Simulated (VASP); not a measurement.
# Ru in VASP: relaxation of the atoms with PBEsol

Aim: the relaxation of the atoms of Ru with PBEsol.

Everything below comes from runs of VASP 6.6.1. Logs are shortened: lines on timing, memory, paths and dates and some standing lists are left out, and cuts for length are marked.

**1. The cell of the first run**

The cell holds a slab with vacuum, 6 atoms: a = 2.708 Å, b = 2.708 Å, c = 27.575 Å, α = 90.00°, β = 90.00°, γ = 90.00°.

**2. Relaxation of the atoms, PBEsol**

INCAR

```
SYSTEM = Ru
  PREC = Accurate
  ENCUT = 520
  EDIFF = 1E-6
  ISMEAR = 0
  SIGMA = 0.1
  LREAL = .False.
  LASPH = .True.
  NELM = 100
  ALGO = Fast
  ISIF = 2
  LWAVE = .False.
  LCHARG = .False.
  LDIPOL = .True.
  IDIPOL = 3
  DIPOL = 0.5 0.5 0.500
  GGA = PS
  IBRION = 2
  NSW = 60
  EDIFFG = -0.04
```

KPOINTS

```
regular mesh
0
Gamma
  9 9 1
  0 0 0
```

POSCAR

```
Ru
1.0
    2.7082189700      0.0000000000      0.0000000000
    0.0000000000      2.7082189700      0.0000000000
    0.0000000000      0.0000000000     27.5750001615
Ru
6
Selective dynamics
Direct
    0.5000000000      0.5000000000      0.3263825910  F F F
    0.0000000000      0.0000000000      0.3958295606  F F F
    0.5000000000      0.5000000000      0.4652765202  F F F
    0.0000000000      0.0000000000      0.5347234798  T T T
    0.5000000000      0.5000000000      0.6041704394  T T T
    0.0000000000      0.0000000000      0.6736174090  T T T
```

Potentials or basis: VASP PAW PBE potentials, release 64 (Ru_pv).

Run with:

```sh
cat potpaw_PBE.64/Ru_pv/POTCAR > POTCAR
mpirun -np 1 vasp_std > vasp.out
```

OUTCAR:

```text
SYSTEM = Ru
   PREC = Accurate
   ENCUT = 520
   EDIFF = 1E-6
   ISMEAR = 0
   LREAL = .False.
   LASPH = .True.
   NELM = 100
   ISIF = 2
   GGA = PS
   IBRION = 2
   NSW = 60
   EDIFFG = -0.04

 ion  position               nearest neighbor table
   1  0.500  0.500  0.326-   2 2.71   2 2.71   2 2.71   2 2.71
   2  0.000  0.000  0.396-   3 2.71   3 2.71   3 2.71   3 2.71   1 2.71   1 2.71   1 2.71   1 2.71

   3  0.500  0.500  0.465-   2 2.71   4 2.71   2 2.71   4 2.71   2 2.71   4 2.71   2 2.71   4 2.71

   4  0.000  0.000  0.535-   3 2.71   5 2.71   3 2.71   5 2.71   3 2.71   5 2.71   3 2.71   5 2.71

   5  0.500  0.500  0.604-   4 2.71   4 2.71   4 2.71   4 2.71   6 2.71   6 2.71   6 2.71   6 2.71

   6  0.000  0.000  0.674-   5 2.71   5 2.71   5 2.71   5 2.71

  LATTYP: Found a simple tetragonal cell.
 ALAT       =     2.7082189700
 C/A-ratio  =    10.1819684697

  Lattice vectors:

 A1 = (   2.7082189700,   0.0000000000,   0.0000000000)
 A2 = (   0.0000000000,   2.7082189700,   0.0000000000)
 A3 = (   0.0000000000,   0.0000000000,  27.5750001615)

Analysis of symmetry for initial positions (statically):
=====================================================================
 Subroutine PRICEL returns:
 Original cell was already a primitive cell.

 Routine SETGRP: Setting up the symmetry group for a
 simple tetragonal supercell.

 Subroutine GETGRP returns: Found 16 space group operations
 (whereof  8 operations were pure point group operations)
 out of a pool of 16 trial point group operations.

The static configuration has the point symmetry C_4v.
 The point group associated with its full space group is D_4h.

Analysis of symmetry for dynamics (positions and initial velocities):
=====================================================================
 Subroutine PRICEL returns:
 Original cell was already a primitive cell.

 Routine SETGRP: Setting up the symmetry group for a
 simple tetragonal supercell.

 Subroutine GETGRP returns: Found 16 space group operations
 (whereof  8 operations were pure point group operations)
 out of a pool of 16 trial point group operations.

The dynamic configuration has the point symmetry C_4v.
 The point group associated with its full space group is D_4h.

Analysis of constrained symmetry for selective dynamics:
=====================================================================
 Subroutine PRICEL returns:
 Original cell was already a primitive cell.

 Routine SETGRP: Setting up the symmetry group for a
 simple tetragonal supercell.

 Subroutine GETGRP returns: Found  8 space group operations
 (whereof  8 operations were pure point group operations)
 out of a pool of 16 trial point group operations.

The constrained configuration has the point symmetry C_4v.

 Subroutine INISYM returns: Found  8 space group operations
 (whereof  8 operations are pure point group operations),
 and found     1 'primitive' translations

----------------------------------------------------------------------------------------

                                     Primitive cell

  volume of cell :     202.2475

  direct lattice vectors                    reciprocal lattice vectors
     2.708218970  0.000000000  0.000000000     0.369246361  0.000000000  0.000000000
     0.000000000  2.708218970  0.000000000     0.000000000  0.369246361  0.000000000
     0.000000000  0.000000000 27.575000162     0.000000000  0.000000000  0.036264732

  length of vectors
     2.708218970  2.708218970 27.575000162     0.369246361  0.369246361  0.036264732

  position of ions in fractional coordinates (direct lattice)
[... 60 lines left out ...]
   number of dos      NEDOS =    301   number of ions     NIONS =      6
   total plane-waves  NPLWV =  84000
   dimension x,y,z NGX =    20 NGY =   20 NGZ =  210
   dimension x,y,z NGXF=    40 NGYF=   40 NGZF=  420
   ions per type =               6
   NGX,Y,Z   is equivalent  to a cutoff of  12.28, 12.28, 12.66 a.u.
   NGXF,Y,Z  is equivalent  to a cutoff of  24.55, 24.55, 25.32 a.u.
 SYSTEM =  Ru
   PREC   = accura    normal or accurate (medium, high low for compatibility)
   ISTART =      0    job   : 0-new  1-cont  2-samecut
   ICHARG =      2    charge: 1-file 2-atom 10-const
   ISPIN  =      1    spin polarized calculation?
   LNONCOLLINEAR =      F non collinear calculations
   LSORBIT =      F    spin-orbit coupling
   LASPH  =      T    aspherical Exc in radial PAW
   ENCUT  =  520.0 eV  38.22 Ry    6.18 a.u.   5.04  5.04 51.27*2*pi/ulx,y,z
   NELM   =    100;   NELMIN=  2; NELMDL= -5     # of ELM steps
   EDIFF  = 0.1E-05   stopping-criterion for ELM
   LREAL  =      F    real-space projection
   EDIFFG = -.4E-01   stopping-criterion for IOM
   NSW    =     60    number of steps for IOM
   IBRION =      2    ionic relax: 0-MD 1-quasi-New 2-CG
   NFREE  =      1    steps in history (QN), initial steepest desc. (CG)
   ISIF   =      2    stress and relaxation
   ISYM   =      2    0-nonsym 1-usesym 2-fastsym
   POTIM  = 0.5000    time-step for ionic-motion
   TEBEG  =    0.0;   TEEND  =   0.0 temperature during run
   PSTRESS=    0.0 pullay stress
   NELECT =      84.0000    total number of electrons
   NUPDOWN=      -1.0000    fix difference up-down
   EMIN   =  10.00;   EMAX   =-10.00  energy-range for DOS
   EFERMI =   0.00;   METHOD = LEGACY
   ISMEAR =     0;   SIGMA  =   0.10  broadening in eV -4-tet -1-fermi 0-gaus
   EFERMI_NEDOS =   21; number of points for ismear=-14 and -15
   IALGO  =     68    algorithm
   IMIX   =      4    mixing-type and parameters
     AMIX     =   0.40;   BMIX     =  1.00
     AMIX_MAG =   1.60;   BMIX_MAG =  1.00
  volume/ion in A,a.u.               =      33.71       227.47
  Fermi-wavevector in a.u.,A,eV,Ry     =   1.221444  2.308195 20.298879  1.491925
  Thomas-Fermi vector in A             =   2.356626
   LORBIT       =      0    0 simple, 1 ext, 2 COOP (PROOUT), +10 PAW based schemes
   GGA     = PS    functional components
   LHFCALC =     F    Hartree Fock is set to
   AEXX    =    0.0000 exact exchange contribution
   IVDW    =     0    specifies the selected vdW correction
   LEPSILON=     F    determine dielectric tensor
   LRPA    =     F    only Hartree local field effects (RPA)
 conjugate gradient relaxation of ions
 non-spin polarized calculation
 RMM-DIIS sequential band-by-band and
 Gauss-broadening in eV      SIGMA  =   0.10
  energy-cutoff  :      520.00
  volume of cell :      202.25
 maximum number of plane-waves:      5485
   NGX = 11   NGY = 11   NGZ =103

--------------------------------------- Ionic step        1  -------------------------------------------

 number of electron      84.0000045 magnetization

 Free energy of the ion-electron system (eV)
  ---------------------------------------------------
  ext. energy  EPLUGINS =         0.00000000
  ---------------------------------------------------
  free energy    TOTEN  =       -56.75169036 eV

  energy without entropy =      -56.71247696  energy(sigma->0) =      -56.73208366

------------------------ aborting loop because EDIFF is reached ----------------------------------------

  FORCE on cell =-STRESS in cart. coord.  units (eV):
  Direction    XX          YY          ZZ          XY          YZ          ZX
  --------------------------------------------------------------------------------------
  -------------------------------------------------------------------------------------
  Total      -11.9024783    -11.9024783     -9.6513566      0.0000000      0.0000000      0.0000000
  in kB      -94.2898417    -94.2898417    -76.4567565      0.0000000      0.0000000      0.0000000
  external PRESSURE =     -88.3454800 kB  Pullay stress =       0.0000000 kB
[... 101 lines left out ...]
  FREE ENERGIE OF THE ION-ELECTRON SYSTEM (eV)
  ---------------------------------------------------
  free  energy   TOTEN  =       -56.8917575224 eV

  energy  without entropy=      -56.8508375275  energy(sigma->0) =      -56.87129752

 dipolmoment           0.000000      0.000000     -0.016523 electrons x Angstroem

[... ionic steps 4 to 8 ...]

--------------------------------------- Ionic step        9  -------------------------------------------

 number of electron      84.0000047 magnetization

------------------------ aborting loop because EDIFF is reached ----------------------------------------

 vacuum level on the upper side and lower side of the slab       (xc-potential included)        -0.014        -0.177

  FORCE on cell =-STRESS in cart. coord.  units (eV):
  Direction    XX          YY          ZZ          XY          YZ          ZX
  --------------------------------------------------------------------------------------
  -------------------------------------------------------------------------------------
  Total       -8.0672392     -8.0672392     -3.3362492      0.0000000      0.0000000      0.0000000
  in kB      -63.9075899    -63.9075899    -26.4293200      0.0000000      0.0000000      0.0000000
  external PRESSURE =     -51.4148333 kB  Pullay stress =       0.0000000 kB
[... 67 lines left out ...]
--------------------------------------- Ionic step       11  -------------------------------------------

 number of electron      84.0000048 magnetization

 dipolmoment           0.000000      0.000000      0.003596 electrons x Angstroem

 Free energy of the ion-electron system (eV)
  ---------------------------------------------------
  ext. energy  EPLUGINS =         0.00000000
  ---------------------------------------------------
  free energy    TOTEN  =       -56.97020474 eV

  energy without entropy =      -56.93213940  energy(sigma->0) =      -56.95117207

 E-fermi :   2.1989     XC(G=0):  -6.5371

 val. band max:        2.1890696588   @ k =   0.4444   0.0000   0.0000
 cond. band min:       2.2032026445   @ k =   0.4444   0.0000   0.0000
 fundamental gap:      0.0141329856
 Fermi energy:         2.1989454513

 k-point     1 :       0.0000    0.0000    0.0000
  band No.  band energies     occupation
      1     -41.1851      2.00000
      2     -41.0279      2.00000
      3     -40.7452      2.00000
      4     -40.7029      2.00000
      5     -40.7029      2.00000
      6     -40.6115      2.00000
[... 784 lines left out ...]
     49       5.7848      0.00000
     50       7.2948      0.00000

------------------------ aborting loop because EDIFF is reached ----------------------------------------

 vacuum level on the upper side and lower side of the slab       (xc-potential included)         0.036        -0.051

  FORCE on cell =-STRESS in cart. coord.  units (eV):
  Direction    XX          YY          ZZ          XY          YZ          ZX
  --------------------------------------------------------------------------------------
  -------------------------------------------------------------------------------------
  Total       -8.1582708     -8.1582708     -3.4914528      0.0000000      0.0000000     -0.0000000
  in kB      -64.6287305    -64.6287305    -27.6588225      0.0000000      0.0000000     -0.0000000
  external PRESSURE =     -52.3054278 kB  Pullay stress =       0.0000000 kB
[... 21 lines left out ...]
  FREE ENERGIE OF THE ION-ELECTRON SYSTEM (eV)
  ---------------------------------------------------
  free  energy   TOTEN  =       -56.9702047354 eV

  energy  without entropy=      -56.9321393975  energy(sigma->0) =      -56.95117207

 reached required accuracy - stopping structural energy minimisation

 vacuum level on the upper side and lower side of the slab         7.189         7.101
```

Run time: 37 min. Hardware: 1 thread of Oxide Virtual Turin-like, shared host; peak memory 0.3 GiB.

What came out:

```
Free energy               : -56.9702 eV
Energy gained by relaxing : 36.4 meV/atom
Ionic steps               : 11
Band gap on the k mesh    : zero (bands 42 and 43 overlap by 1.94 eV)
```

Step by step:
```
step  energy change (eV)  largest force on free atoms (eV/Å)  pressure (GPa)
   1              0.0000                              1.4510           -8.83
   2             -0.1062                              0.8888           -8.09
   3             -0.1401                              0.5138           -7.09
   4             -0.1405                              0.4123           -7.22
   5             -0.1605                              0.3944           -6.97
   6             -0.1968                              0.3196           -6.13
   7             -0.1994                              0.4383           -5.75
   8             -0.2151                              0.2187           -5.41
   9             -0.2183                              0.0522           -5.14
  10             -0.2183                              0.0611           -5.16
  11             -0.2185                              0.0250           -5.23
```

Final structure:
```
Ru
1.0
     2.70822    0.00000    0.00000
     0.00000    2.70822    0.00000
     0.00000    0.00000   27.57500
Ru
6
Direct
  0.50000 0.50000 0.32638
  0.00000 0.00000 0.39583
  0.50000 0.50000 0.46528
  0.00000 0.00000 0.52985
  0.50000 0.50000 0.60108
  0.00000 0.00000 0.66263
```

Caveat: the PAW data sets were made with another functional, which shifts forces and pressure a little.
